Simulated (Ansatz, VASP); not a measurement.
Two plane-wave programs on BaTiO3

The input INCAR:

```
SYSTEM = BaTiO3
ALGO = Normal
EDIFF = 1E-6
ENCUT = 520
GGA = PE
ISIF = 2
ISMEAR = 0
LASPH = .True.
LCHARG = .False.
LREAL = .False.
LWAVE = .False.
NBANDS = 28
NELM = 80
PREC = Accurate
SIGMA = 0.05
```

KPOINTS

```
k-points
0
Gamma
  6 6 6
  0 0 0
```

POSCAR

```
BaTiO3
1.0
    3.9649423279      0.0000000000      0.0000000000
    0.0000000000      3.9649423279      0.0000000000
    0.0000000000      0.0000000000      3.9649423279
Ba Ti O
1 1 3
Direct
    0.5000000000      0.5000000000      0.5000000000
    0.0000000000      0.0000000000      0.0000000000
    0.5000000000      0.0000000000      0.0000000000
    0.0000000000      0.5000000000      0.0000000000
    0.0000000000      0.0000000000      0.5000000000
```

Input for Ansatz:

```yaml
crystal:
  lattice:
    - [3.9649423279, 0.0, 0.0]
    - [0.0, 3.9649423279, 0.0]
    - [0.0, 0.0, 3.9649423279]
  atoms:
    - { symbol: Ba, position: [0.5, 0.5, 0.5] }
    - { symbol: Ti, position: [0.0, 0.0, 0.0] }
    - { symbol: O, position: [0.5, 0.0, 0.0] }
    - { symbol: O, position: [0.0, 0.5, 0.0] }
    - { symbol: O, position: [0.0, 0.0, 0.5] }
basis:
  ecutwfc: 420
  ecutrho_ratio: 4
kpoints:
  mp_grid: { grid: [6, 6, 6] }
hamiltonian:
  xc: pbe
scf:
  occupations: { method: gaussian, width: 0.05 }
output:
  forces: true
  stress: true
  eigenvalues: true
```

Alike in both runs: task single point; functional PBE; k mesh 6 × 6 × 6; occupations gaussian, width 0.05 eV; no spin polarisation.

|  | VASP | Ansatz |
| --- | --- | --- |
| version | VASP 6.6.1 | Ansatz 0.2.0 |
| potentials or method | VASP PAW PBE potentials, release 64 (Ba_sv, Ti_sv, O), cutoff 520 eV | scalar-relativistic, plane waves, PAW |
| valence electrons in the cell | 40 | 40 |

Ansatz gave:

| Quantity | Value |
| --- | --- |
| gap on the k mesh at the Fermi level (eV) | 1.87 |
| least direct gap on the mesh (eV) | 1.94 |
| pressure (GPa) | 7.3 |

Q: What did VASP give for the same quantities?

A: gap on the k mesh at the Fermi level (eV): 1.80; least direct gap on the mesh (eV): 1.92; pressure (GPa): 9.3.

Neither program's run includes spin-orbit coupling.
